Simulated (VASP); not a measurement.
# HfO3 (Pm-3m) in VASP: density of states with PBE

Aim: the density of states of HfO3 with PBE.

Program: VASP 6.6.1. These are calculated values, not measurements. Logs are shortened: lines on timing, memory, paths and dates and some standing lists are left out, and cuts for length are marked.

## Step 1: The cell of the first run

It takes space group Pm-3m (No. 221, cubic). Conventional cell: a = 3.324 Å, b = 3.324 Å, c = 3.324 Å, α = 90.00°, β = 90.00°, γ = 90.00°. Within 3.1 Å of Hf (site symmetry m-3m) lie 12 O at 2.35 Å. Within 3.1 Å of O (site symmetry 4/mmm) lie 4 Hf at 2.35 Å and 8 O at 2.35 Å.

## Step 2: Density of states, PBE

Input file POSCAR:

```
HfO3
1.0
    3.3235951959      0.0000000000      0.0000000000
    0.0000000000      3.3235951959      0.0000000000
    0.0000000000      0.0000000000      3.3235951959
Hf O
1 3
Direct
    0.0000000000      0.0000000000      0.0000000000
    0.0000000000      0.5000000000      0.5000000000
    0.5000000000      0.0000000000      0.5000000000
    0.5000000000      0.5000000000      0.0000000000
```

Input file INCAR.step1:

```
SYSTEM = HfO3
ALGO     = Normal         ! electronic algorithm
EDIFF    = 1E-6           ! SCF threshold, eV
ENCUT    = 520            ! plane-wave cutoff, eV
GGA      = PE             ! functional
ISIF     = 2              ! what is computed and relaxed
ISMEAR   = 0              ! smearing method
LASPH    = .TRUE.         ! aspherical terms in the spheres
LCHARG   = .TRUE.         ! write CHGCAR
LMAXMIX  = 4              ! l up to which the mixer works
LREAL    = .FALSE.        ! projectors in reciprocal space
LWAVE    = .FALSE.        ! write WAVECAR
NBANDS   = 22             ! bands
NELM     = 80             ! most SCF steps
PREC     = Accurate       ! precision mode
SIGMA    = 0.1            ! smearing width, eV
```

Input file KPOINTS.step1:

```
k-points
0
G
  14 14 14
  0 0 0
```

Input file INCAR.step2:

```
SYSTEM = HfO3
ALGO     = Normal         ! electronic algorithm
EDIFF    = 1E-6           ! SCF threshold, eV
ENCUT    = 520            ! plane-wave cutoff, eV
GGA      = PE             ! functional
ICHARG   = 11             ! starting density
ISIF     = 2              ! what is computed and relaxed
ISMEAR   = -5             ! smearing method
LASPH    = .TRUE.         ! aspherical terms in the spheres
LCHARG   = .FALSE.        ! write CHGCAR
LMAXMIX  = 4              ! l up to which the mixer works
LORBIT   = 11             ! projections on sites
LREAL    = .FALSE.        ! projectors in reciprocal space
LWAVE    = .FALSE.        ! write WAVECAR
NEDOS    = 2001           ! points of the DOS
NELM     = 80             ! most SCF steps
PREC     = Accurate       ! precision mode
SIGMA    = 0.1            ! smearing width, eV
```

Input file KPOINTS.step2:

```
k-points
0
G
  21 21 21
  0 0 0
```

Potentials or basis: VASP PAW PBE potentials, release 64 (Hf_pv, O).

On the command line:

```sh
cat potpaw_PBE.64/Hf_pv/POTCAR potpaw_PBE.64/O/POTCAR > POTCAR
cp INCAR.step1 INCAR
cp KPOINTS.step1 KPOINTS
mpirun -np 1 vasp_std > vasp.out
cp INCAR.step2 INCAR
cp KPOINTS.step2 KPOINTS
mpirun -np 1 vasp_std > vasp.out
```

OUTCAR:

```text
SYSTEM = HfO3
   EDIFF = 1E-6
   ENCUT = 520
   GGA = PE
   ICHARG = 11
   ISIF = 2
   ISMEAR = -5
   LASPH = .TRUE.
   LORBIT = 11
   LREAL = .FALSE.
   NELM = 80
   PREC = Accurate

 ion  position               nearest neighbor table
   1  0.000  0.000  0.000-   2 2.35   3 2.35   4 2.35   2 2.35   3 2.35   2 2.35   4 2.35   2 2.35
                             3 2.35   4 2.35   3 2.35   4 2.35
   2  0.000  0.500  0.500-   1 2.35   1 2.35   1 2.35   1 2.35
   3  0.500  0.000  0.500-   1 2.35   1 2.35   1 2.35   1 2.35
   4  0.500  0.500  0.000-   1 2.35   1 2.35   1 2.35   1 2.35

  LATTYP: Found a simple cubic cell.
 ALAT       =     3.3235951959

  Lattice vectors:

 A1 = (   3.3235951959,   0.0000000000,   0.0000000000)
 A2 = (   0.0000000000,   3.3235951959,   0.0000000000)
 A3 = (   0.0000000000,   0.0000000000,   3.3235951959)

Analysis of symmetry for initial positions (statically):
=====================================================================
 Subroutine PRICEL returns:
 Original cell was already a primitive cell.

 Routine SETGRP: Setting up the symmetry group for a
 simple cubic supercell.

 Subroutine GETGRP returns: Found 48 space group operations
[... 9 lines left out ...]

 Routine SETGRP: Setting up the symmetry group for a
 simple cubic supercell.

 Subroutine GETGRP returns: Found 48 space group operations
[... 11 lines left out ...]
                                     Primitive cell

  volume of cell :      36.7134

  direct lattice vectors                    reciprocal lattice vectors
     3.323595196  0.000000000  0.000000000     0.300879000  0.000000000  0.000000000
     0.000000000  3.323595196  0.000000000     0.000000000  0.300879000  0.000000000
     0.000000000  0.000000000  3.323595196     0.000000000  0.000000000  0.300879000

  length of vectors
     3.323595196  3.323595196  3.323595196     0.300879000  0.300879000  0.300879000

  position of ions in fractional coordinates (direct lattice)
     0.000000000  0.000000000  0.000000000
     0.000000000  0.500000000  0.500000000
     0.500000000  0.000000000  0.500000000
     0.500000000  0.500000000  0.000000000

  ion indices of the primitive-cell ions
   primitive index   ion index
                 1           1
                 2           2
                 3           3
                 4           4

----------------------------------------------------------------------------------------

[... 78 lines left out ...]
   ISYM   =      2    0-nonsym 1-usesym 2-fastsym
   POTIM  = 0.5000    time-step for ionic-motion
   TEBEG  =    0.0;   TEEND  =   0.0 temperature during run
   PSTRESS=    0.0 pullay stress
   NELECT =      28.0000    total number of electrons
   NUPDOWN=      -1.0000    fix difference up-down
   EMIN   =  10.00;   EMAX   =-10.00  energy-range for DOS
   EFERMI =   0.00;   METHOD = LEGACY
   ISMEAR =    -5;   SIGMA  =   0.10  broadening in eV -4-tet -1-fermi 0-gaus
   EFERMI_NEDOS =   21; number of points for ismear=-14 and -15
   IALGO  =     38    algorithm
   IMIX   =      4    mixing-type and parameters
     AMIX     =   0.40;   BMIX     =  1.00
     AMIX_MAG =   1.60;   BMIX_MAG =  1.00
  volume/ion in A,a.u.               =       9.18        61.94
  Fermi-wavevector in a.u.,A,eV,Ry     =   1.495728  2.826517 30.438998  2.237203
  Thomas-Fermi vector in A             =   2.607836
   LORBIT       =     11    0 simple, 1 ext, 2 COOP (PROOUT), +10 PAW based schemes
   GGA     = PE    functional components
   LHFCALC =     F    Hartree Fock is set to
   AEXX    =    0.0000 exact exchange contribution
   IVDW    =     0    specifies the selected vdW correction
   LEPSILON=     F    determine dielectric tensor
   LRPA    =     F    only Hartree local field effects (RPA)
 non-spin polarized calculation
 Fermi weights with tetrahedron method with Bloechl corrections
  energy-cutoff  :      520.00
  volume of cell :       36.71
 maximum number of plane-waves:      1021
 NGX is ok and might be reduce to    28

 number of electron      28.0000018 magnetization

 Free energy of the ion-electron system (eV)
  ---------------------------------------------------
  ext. energy  EPLUGINS =         0.00000000
  ---------------------------------------------------
  free energy    TOTEN  =       -30.95107407 eV

  energy without entropy =      -30.95107407  energy(sigma->0) =      -30.95107407

 E-fermi :   5.5454     XC(G=0): -12.6925

 val. band max:        5.5518667244   @ k =   0.2857   0.2381   0.1905
 cond. band min:       5.5287318716   @ k =   0.2857   0.0952   0.0952
 fundamental gap:     -0.0231348528
 Fermi energy:         5.5454278233

 k-point     1 :       0.0000    0.0000    0.0000
  band No.  band energies     occupation
      1     -25.5065      2.00000
      2     -25.5065      2.00000
      3     -25.5065      2.00000
      4     -14.9337      2.00000
      5     -10.9346      2.00000
      6     -10.9346      2.00000
[... 481 lines left out ...]
      5     -11.2271      2.00000
      6     -10.9093      2.00000
[... 10 lines left out ...]
     17       8.4591      0.00000
     18       9.6963      0.00000

 [... further k-points ...]

------------------------ aborting loop because EDIFF is reached ----------------------------------------

  FORCE on cell =-STRESS in cart. coord.  units (eV):
  Direction    XX          YY          ZZ          XY          YZ          ZX
  --------------------------------------------------------------------------------------
  -------------------------------------------------------------------------------------
  Total       -0.7845680     -0.7845680     -0.7845680      0.0000000      0.0000000     -0.0000000
  in kB      -34.2386619    -34.2386619    -34.2386619      0.0000000      0.0000000     -0.0000000
  external PRESSURE =     -34.2386619 kB  Pullay stress =       0.0000000 kB

 VOLUME and BASIS-vectors are now :
 -----------------------------------------------------------------------------
  energy-cutoff  :      520.00
  volume of cell :       36.71
      direct lattice vectors                 reciprocal lattice vectors
     3.323595196  0.000000000  0.000000000     0.300879000  0.000000000  0.000000000
     0.000000000  3.323595196  0.000000000     0.000000000  0.300879000  0.000000000
     0.000000000  0.000000000  3.323595196     0.000000000  0.000000000  0.300879000

 POSITION                                       TOTAL-FORCE (eV/Angst)
 -----------------------------------------------------------------------------------
      0.00000      0.00000      0.00000         0.000000      0.000000      0.000000
      0.00000      1.66180      1.66180         0.000000      0.000000      0.000000
      1.66180      0.00000      1.66180         0.000000      0.000000      0.000000
      1.66180      1.66180      0.00000         0.000000      0.000000      0.000000
 -----------------------------------------------------------------------------------
    total drift:                                0.000000      0.000000      0.000000

  FREE ENERGIE OF THE ION-ELECTRON SYSTEM (eV)
  ---------------------------------------------------
  free  energy   TOTEN  =       -30.9510740652 eV

  energy  without entropy=      -30.9510740652  energy(sigma->0) =      -30.95107407

 total charge

# of ion       s       p       d       tot
------------------------------------------
    1        0.243   6.420   1.277   7.941
    2        1.600   3.321   0.000   4.921
    3        1.600   3.321   0.000   4.921
    4        1.600   3.321   0.000   4.921
--------------------------------------------------
tot          5.045  16.383   1.277  22.704
```

OSZICAR.step1:

```text
N       E                     dE             d eps       ncg     rms          rms(c)
DAV:   1     0.123520046751E+03    0.12352E+03   -0.15988E+04  5280   0.128E+03
DAV:   2    -0.293617399213E+02   -0.15288E+03   -0.14705E+03  7026   0.303E+02
DAV:   3    -0.355031192382E+02   -0.61414E+01   -0.60830E+01  6204   0.521E+01
DAV:   4    -0.355378254927E+02   -0.34706E-01   -0.34698E-01  6240   0.454E+00
DAV:   5    -0.355381009734E+02   -0.27548E-03   -0.27545E-03  6486   0.355E-01    0.383E+01
DAV:   6    -0.311389640992E+02    0.43991E+01   -0.89294E+00  5598   0.223E+01    0.319E+01
DAV:   7    -0.309954664624E+02    0.14350E+00   -0.61843E-01  6408   0.541E+00    0.212E+01
DAV:   8    -0.309784009856E+02    0.17065E-01   -0.33677E-01  6000   0.415E+00    0.511E+00
DAV:   9    -0.309596335029E+02    0.18767E-01   -0.85126E-02  5718   0.197E+00    0.187E+00
DAV:  10    -0.309587259562E+02    0.90755E-03   -0.36587E-03  5994   0.496E-01    0.998E-02
DAV:  11    -0.309586903100E+02    0.35646E-04   -0.19317E-04  5964   0.113E-01    0.165E-01
DAV:  12    -0.309586786338E+02    0.11676E-04   -0.26582E-05  5978   0.379E-02    0.406E-02
DAV:  13    -0.309586791440E+02   -0.51017E-06   -0.14430E-06  5052   0.932E-03
   1 F= -.30958679E+02 E0= -.30950985E+02  d E =-.153879E-01
```

Wall time 83 s (1 thread of AMD EPYC 9R45 (Zen 5), shared host); peak memory 0.26 GiB.

Results:

- Valence electrons inside the program's atomic spheres: Hf 7.94; O 4.92

Caveat: spin-orbit coupling is left out, which moves the levels of the heavy elements; tetrahedron occupations give inexact forces and stress in metals.
